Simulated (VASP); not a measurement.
**CO: single point with PBEsol**

Crystal: CO.

```xyz
8
Lattice="5.7056 0.0000 0.0000 0.0000 5.7056 0.0000 0.0000 0.0000 5.7056" Properties=species:S:1:pos:R:3 pbc="T T T"
C     5.4977    5.4977    5.4977
C     3.0606    0.2078    2.6449
C     2.6449    3.0606    0.2078
C     0.2078    2.6449    3.0606
O     0.4461    0.4461    0.4461
O     2.4067    5.2595    3.2989
O     3.2989    2.4067    5.2595
O     5.2595    3.2989    2.4067
```

| Item | Value |
| --- | --- |
| Program | VASP 6.6.1 |
| Task | single point |
| Functional | PBEsol |
| Potentials or basis | VASP PAW PBE potentials, release 64 (C, O) |
| Cutoff | 520 eV |
| k mesh | 4 × 4 × 4 |
| Occupations | gaussian, width 0.1 eV |
| Spin | no spin polarisation |

- Pressure: 1.4 GPa
- Largest force: 1.037 eV/Å
- Band gap on the k mesh: 6.00 eV

Forces on the atoms (eV/Å):
```
C   -0.599 -0.599 -0.599
C    0.599  0.599 -0.599
C   -0.599  0.599  0.599
C    0.599 -0.599  0.599
O    0.598  0.598  0.598
O   -0.598 -0.598  0.598
O    0.598 -0.598 -0.598
O   -0.598  0.598 -0.598
```

Levels at points of the mesh, in eV from the valence-band top:
```tsv
k point	band 17	band 18	band 19	band 20	band 21	band 22	band 23	band 24
(0.00, 0.00, 0.00)	-1.10	-0.03	-0.03	-0.03	6.21	6.21	6.21	6.81
(0.50, 0.00, 0.00)	-0.54	-0.54	0.00	0.00	6.04	6.04	6.71	6.71
(0.50, 0.50, 0.00)	-0.34	-0.34	-0.20	-0.20	6.23	6.23	6.51	6.51
(0.50, 0.50, 0.50)	-0.28	-0.28	-0.28	-0.28	6.54	6.54	6.54	6.54
```

Wall time 70 s on 1 thread of Oxide Virtual Turin-like Processor (shared host), peak memory 0.22 GiB.

Caveat: this functional lacks dispersion, which holds the molecules together, so the pressure and a relaxed volume are unreliable; the PAW data sets were made with another functional, which shifts forces and pressure a little. As with any semilocal functional, this PBEsol gap is likely too small.
